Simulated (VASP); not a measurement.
# C in VASP: a series of runs, part 3 of 3

VASP 6.6.1. The steps go on from the part before.

**4. Single point, PBE+D3(BJ)**

This run uses another cell than the first one, of 68.41 Å³/atom, 1.017 times its volume.

INCAR reads:

```
  PREC = Accurate
  ENCUT = 520
  EDIFF = 1E-7
  ISMEAR = 0
  SIGMA = 0.1
  LREAL = F
  LASPH = T
  NELM = 60
  ALGO = Normal
  ISIF = 2
  LWAVE = F
  LCHARG = F
  LDIPOL = T
  IDIPOL = 3
  DIPOL = 0.5 0.5 0.500
  GGA = PE
  IVDW = 12
  NBANDS = 11
```

KPOINTS reads:

```
regular mesh
0
Gamma
  21 21 1
```

POSCAR reads:

```
C
1.0
    2.4649740435      0.0000000000      0.0000000000
   -1.2324870217      2.1347301413      0.0000000000
    0.0000000000      0.0000000000     26.0000000000
C
2
Direct
    0.0000000000      0.0000000000      0.5000000000
    0.6666666667      0.3333333333      0.5000000000
```

Potentials or basis: VASP PAW PBE potentials, release 64 (C).

Started as:

```bash
> cat potpaw_PBE.64/C/POTCAR > POTCAR
> mpirun -np 1 vasp_std > vasp.out
```

OUTCAR:

```text
PREC = Accurate
   ENCUT = 520
   EDIFF = 1E-7
   ISMEAR = 0
   LREAL = F
   LASPH = T
   NELM = 60
   ISIF = 2
   GGA = PE
   IVDW = 12
 IVDW          = 12

 ion  position               nearest neighbor table
   1  0.000  0.000  0.500-   2 1.42   2 1.42   2 1.42
   2  0.667  0.333  0.500-   1 1.42   1 1.42   1 1.42

  LATTYP: Found a hexagonal cell.
 ALAT       =     2.4649740435
 C/A-ratio  =    10.5477784111

  Lattice vectors:

 A1 = (   2.4649740435,   0.0000000000,   0.0000000000)
 A2 = (  -1.2324870217,   2.1347301413,   0.0000000000)
 A3 = (   0.0000000000,   0.0000000000,  26.0000000000)

Analysis of symmetry for initial positions (statically):
=====================================================================
 Subroutine PRICEL returns:
 Original cell was already a primitive cell.

 Routine SETGRP: Setting up the symmetry group for a
 hexagonal supercell.

 Subroutine GETGRP returns: Found 24 space group operations
 (whereof 12 operations were pure point group operations)
 out of a pool of 24 trial point group operations.

The static configuration has the point symmetry D_3h.
 The point group associated with its full space group is D_6h.

Analysis of symmetry for dynamics (positions and initial velocities):
=====================================================================
 Subroutine PRICEL returns:
 Original cell was already a primitive cell.

 Routine SETGRP: Setting up the symmetry group for a
 hexagonal supercell.

 Subroutine GETGRP returns: Found 24 space group operations
 (whereof 12 operations were pure point group operations)
 out of a pool of 24 trial point group operations.

The dynamic configuration has the point symmetry D_3h.
 The point group associated with its full space group is D_6h.

 Subroutine INISYM returns: Found 24 space group operations
 (whereof 12 operations are pure point group operations),
 and found     1 'primitive' translations

----------------------------------------------------------------------------------------

                                     Primitive cell

  volume of cell :     136.8134

  direct lattice vectors                    reciprocal lattice vectors
     2.464974043  0.000000000  0.000000000     0.405683785  0.234221642  0.000000000
    -1.232487022  2.134730141  0.000000000     0.000000000  0.468443285  0.000000000
     0.000000000  0.000000000 26.000000000     0.000000000  0.000000000  0.038461538

  length of vectors
     2.464974043  2.464974043 26.000000000     0.468443285  0.468443285  0.038461538

  position of ions in fractional coordinates (direct lattice)
     0.000000000  0.000000000  0.500000000
     0.666666667  0.333333333  0.500000000

  ion indices of the primitive-cell ions
   primitive index   ion index
                 1           1
                 2           2

----------------------------------------------------------------------------------------

 KPOINTS: regular mesh

Automatic generation of k-mesh.
 Grid dimensions read from file:
 generate k-points for:   21   21    1

 Generating k-lattice:

  Cartesian coordinates                     Fractional coordinates (reciprocal lattice)
     0.019318275  0.011153412  0.000000000     0.047619048 -0.000000000  0.000000000
[... 44 lines left out ...]
   dimension x,y,z NGX =    18 NGY =   18 NGZ =  196
   dimension x,y,z NGXF=    36 NGYF=   36 NGZF=  392
   ions per type =               2
   NGX,Y,Z   is equivalent  to a cutoff of  12.14, 12.14, 12.53 a.u.
   NGXF,Y,Z  is equivalent  to a cutoff of  24.28, 24.28, 25.06 a.u.
 SYSTEM =  unknown system
   PREC   = accura    normal or accurate (medium, high low for compatibility)
   ISTART =      0    job   : 0-new  1-cont  2-samecut
   ICHARG =      2    charge: 1-file 2-atom 10-const
   ISPIN  =      1    spin polarized calculation?
   LNONCOLLINEAR =      F non collinear calculations
   LSORBIT =      F    spin-orbit coupling
   LASPH  =      T    aspherical Exc in radial PAW
   ENCUT  =  520.0 eV  38.22 Ry    6.18 a.u.   4.58  4.58 48.34*2*pi/ulx,y,z
   NELM   =     60;   NELMIN=  2; NELMDL= -5     # of ELM steps
   EDIFF  = 0.1E-06   stopping-criterion for ELM
   LREAL  =      F    real-space projection
   EDIFFG = 0.1E-05   stopping-criterion for IOM
   NSW    =      0    number of steps for IOM
   IBRION =     -1    ionic relax: 0-MD 1-quasi-New 2-CG
   NFREE  =      0    steps in history (QN), initial steepest desc. (CG)
   ISIF   =      2    stress and relaxation
   ISYM   =      2    0-nonsym 1-usesym 2-fastsym
   POTIM  = 0.5000    time-step for ionic-motion
   TEBEG  =    0.0;   TEEND  =   0.0 temperature during run
   PSTRESS=    0.0 pullay stress
   NELECT =       8.0000    total number of electrons
   NUPDOWN=      -1.0000    fix difference up-down
   EMIN   =  10.00;   EMAX   =-10.00  energy-range for DOS
   EFERMI =   0.00;   METHOD = LEGACY
   ISMEAR =     0;   SIGMA  =   0.10  broadening in eV -4-tet -1-fermi 0-gaus
   EFERMI_NEDOS =   21; number of points for ismear=-14 and -15
   IALGO  =     38    algorithm
   IMIX   =      4    mixing-type and parameters
     AMIX     =   0.40;   BMIX     =  1.00
     AMIX_MAG =   1.60;   BMIX_MAG =  1.00
  volume/ion in A,a.u.               =      68.41       461.63
  Fermi-wavevector in a.u.,A,eV,Ry     =   0.635422  1.200773  5.493496  0.403761
  Thomas-Fermi vector in A             =   1.699749
   LORBIT       =      0    0 simple, 1 ext, 2 COOP (PROOUT), +10 PAW based schemes
   GGA     = PE    functional components
   LHFCALC =     F    Hartree Fock is set to
   AEXX    =    0.0000 exact exchange contribution
   IVDW    =    12    specifies the selected vdW correction
   LEPSILON=     F    determine dielectric tensor
   LRPA    =     F    only Hartree local field effects (RPA)
 non-spin polarized calculation
 Gauss-broadening in eV      SIGMA  =   0.10
  energy-cutoff  :      520.00
  volume of cell :      136.81
 maximum number of plane-waves:      3740
   NGX =  9   NGY =  9   NGZ = 97

 number of electron       7.9999997 magnetization

 dipolmoment           0.000000      0.000000     -0.000000 electrons x Angstroem

 Free energy of the ion-electron system (eV)
  ---------------------------------------------------
  ext. energy  EPLUGINS =         0.00000000
  ---------------------------------------------------
  free energy    TOTEN  =       -18.45092012 eV

  energy without entropy =      -18.45040839  energy(sigma->0) =      -18.45066425

 E-fermi :  -3.0854     XC(G=0):  -1.6685

 val. band max:       -3.0853908006   @ k =   0.3333   0.3333   0.0000
 cond. band min:      -3.0853907980   @ k =   0.3333   0.3333   0.0000
 fundamental gap:      0.0000000025
 Fermi energy:        -3.0853907986

 k-point     1 :       0.0000    0.0000    0.0000
  band No.  band energies     occupation
      1     -22.6178      2.00000
      2     -10.7109      2.00000
      3      -6.1311      2.00000
      4      -6.1311      2.00000
      5       0.1742      0.00000
      6       0.9487      0.00000
      7       1.2242      0.00000
      8       1.6888      0.00000
      9       1.9680      0.00000
     10       2.8773      0.00000
     11       3.2757      0.00000
[... 309 lines left out ...]
 k-point    24 :       0.1905    0.0952    0.0000
  band No.  band energies     occupation
      1     -21.1286      2.00000
      2     -10.2645      2.00000
      3      -8.9534      2.00000
      4      -8.6106      2.00000
      5       2.2107      0.00000
      6       3.0045      0.00000
      7       3.3176      0.00000
      8       3.7633      0.00000
      9       4.0497      0.00000
     10       4.2093      0.00000
     11       4.9490      0.00000

 [... further k-points ...]

------------------------ aborting loop because EDIFF is reached ----------------------------------------

 vacuum level on the upper side and lower side of the slab       (xc-potential included)        -0.012        -0.012

 Edisp (eV)   -0.17718

 E8    (eV) :    -0.0555

  FORCE on cell =-STRESS in cart. coord.  units (eV):
  Direction    XX          YY          ZZ          XY          YZ          ZX
  --------------------------------------------------------------------------------------
  -------------------------------------------------------------------------------------
  Total       0.11974     0.11974    -0.01072     0.00000     0.00000     0.00000
  in kB       1.40226     1.40226    -0.12551     0.00000     0.00000     0.00000
  external pressure =        0.89 kB  Pullay stress =        0.00 kB

 VOLUME and BASIS-vectors are now :
 -----------------------------------------------------------------------------
  energy-cutoff  :      520.00
  volume of cell :      136.81
      direct lattice vectors                 reciprocal lattice vectors
     2.464974043  0.000000000  0.000000000     0.405683785  0.234221642  0.000000000
    -1.232487022  2.134730141  0.000000000     0.000000000  0.468443285  0.000000000
     0.000000000  0.000000000 26.000000000     0.000000000  0.000000000  0.038461538

 POSITION                                       TOTAL-FORCE (eV/Angst)
 -----------------------------------------------------------------------------------
      0.00000      0.00000     13.00000        -0.000000      0.000000      0.000000
      1.23249      0.71158     13.00000         0.000000     -0.000000      0.000000
 -----------------------------------------------------------------------------------
    total drift:                               -0.000000      0.000000      0.000000

  FREE ENERGIE OF THE ION-ELECTRON SYSTEM (eV)
  ---------------------------------------------------
  free  energy   TOTEN  =       -18.6281050717 eV

  energy  without entropy=      -18.6275933351  energy(sigma->0) =      -18.62784920

 vacuum level on the upper side and lower side of the slab         1.140         1.140
```

Wall time 93 s (1 thread of Intel Xeon 6975P-C (Granite Rapids), shared host); peak memory 0.26 GiB.

Results:

- Free energy: -18.6281 eV
- Band gap on the k mesh: zero (filled and empty bands touch)
- Dispersion energy per atom: -0.089 eV

**5. Single point, LDA**

This run uses another cell than the first one, of 68.45 Å³/atom, 1.017 times its volume.

INCAR reads:

```
  PREC = Accurate
  ENCUT = 520
  EDIFF = 1E-6
  ISMEAR = 0
  SIGMA = 0.1
  LREAL = False
  LASPH = True
  NELM = 60
  ALGO = Normal
  ISIF = 2
  LWAVE = False
  LCHARG = False
  LDIPOL = True
  IDIPOL = 3
  DIPOL = 0.5 0.5 0.500
  GGA = CA
  NBANDS = 11
```

KPOINTS is that of step 4.

POSCAR reads:

```
C
1.0
    2.4657067203      0.0000000000      0.0000000000
   -1.2328533601      2.1353646581      0.0000000000
    0.0000000000      0.0000000000     26.0000000000
C
2
Direct
    0.0000000000      0.0000000000      0.5000000000
    0.6666666667      0.3333333333      0.5000000000
```

Potentials or basis: VASP PAW LDA potentials, release 64 (C).

Started as:

```bash
> cat potpaw_LDA.64/C/POTCAR > POTCAR
> mpirun -np 1 vasp_std > vasp.out
```

OUTCAR:

```text
PREC = Accurate
   ENCUT = 520
   EDIFF = 1E-6
   ISMEAR = 0
   LREAL = False
   LASPH = True
   NELM = 60
   ISIF = 2
   GGA = CA

 ion  position               nearest neighbor table
   1  0.000  0.000  0.500-   2 1.42   2 1.42   2 1.42
   2  0.667  0.333  0.500-   1 1.42   1 1.42   1 1.42

  LATTYP: Found a hexagonal cell.
 ALAT       =     2.4657067203
 C/A-ratio  =    10.5446441728

  Lattice vectors:

 A1 = (   2.4657067203,   0.0000000000,   0.0000000000)
 A2 = (  -1.2328533601,   2.1353646581,   0.0000000000)
 A3 = (   0.0000000000,   0.0000000000,  26.0000000000)

Analysis of symmetry for initial positions (statically):
[... 527 lines left out ...]
  Direction    XX          YY          ZZ          XY          YZ          ZX
  --------------------------------------------------------------------------------------
  -------------------------------------------------------------------------------------
  Total       -1.0426070     -1.0426070     -0.0131896     -0.0000000     -0.0000000      0.0000000
  in kB      -12.2023765    -12.2023765     -0.1543677     -0.0000000     -0.0000000      0.0000000
  external PRESSURE =      -8.1863736 kB  Pullay stress =       0.0000000 kB

 VOLUME and BASIS-vectors are now :
 -----------------------------------------------------------------------------
  energy-cutoff  :      520.00
  volume of cell :      136.89
      direct lattice vectors                 reciprocal lattice vectors
     2.465706720  0.000000000  0.000000000     0.405563237  0.234152044  0.000000000
    -1.232853360  2.135364658  0.000000000     0.000000000  0.468304089  0.000000000
     0.000000000  0.000000000 26.000000000     0.000000000  0.000000000  0.038461538

 POSITION                                       TOTAL-FORCE (eV/Angst)
 -----------------------------------------------------------------------------------
      0.00000      0.00000     13.00000         0.000000      0.000000      0.000000
      1.23285      0.71179     13.00000        -0.000000      0.000000      0.000000
 -----------------------------------------------------------------------------------
    total drift:                               -0.000000      0.000000      0.000000

  FREE ENERGIE OF THE ION-ELECTRON SYSTEM (eV)
  ---------------------------------------------------
  free  energy   TOTEN  =       -20.1680625436 eV

  energy  without entropy=      -20.1675508070  energy(sigma->0) =      -20.16780668

 vacuum level on the upper side and lower side of the slab         1.172         1.172
```

stdout:

```text
POSCAR found type information on POSCAR C
 POSCAR found :  1 types and       2 ions
 scaLAPACK will be used
 LDA part: xc-table for (Slater(with rela. corr.)+CA(PZ))
 , standard interpolation
 POSCAR, INCAR and KPOINTS ok, starting setup
 FFT: planning ... GRIDC
 FFT: planning ... GRID_SOFT
 FFT: planning ... GRID
 WAVECAR not read
 entering main loop
```

It took 82 s on 1 thread of Intel Xeon 6975P-C (Granite Rapids), shared host; peak memory 0.21 GiB.

Results:

| Property | Result |
| --- | --- |
| Free energy | -20.1681 eV |
| Band gap on the k mesh | zero (filled and empty bands touch) |

**6. Overview**

```csv
level,potentials or basis,cell,gap on the mesh (eV)
LDA,"VASP PAW LDA potentials, release 64 (C)","a = 2.445, b = 2.445, c = 26.000 Å, angles 90.0, 90.0, 120.0°, 2 atoms",none
PBE+D3(BJ),"VASP PAW PBE potentials, release 64 (C)","a = 2.466, b = 2.466, c = 26.000 Å, angles 90.0, 90.0, 120.0°, 2 atoms",none
PBE+D3(BJ),"VASP PAW PBE potentials, release 64 (C)","a = 2.465, b = 2.465, c = 26.000 Å, angles 90.0, 90.0, 120.0°, 2 atoms",none
LDA,"VASP PAW LDA potentials, release 64 (C)","a = 2.466, b = 2.466, c = 26.000 Å, angles 90.0, 90.0, 120.0°, 2 atoms",none
```

Alike in all rows: task single point; no spin polarisation; k mesh 21 × 21 × 1; cutoff (eV) 520; smearing gaussian 0.1 eV.

Absolute energies hang on the potentials; compare differences alone.
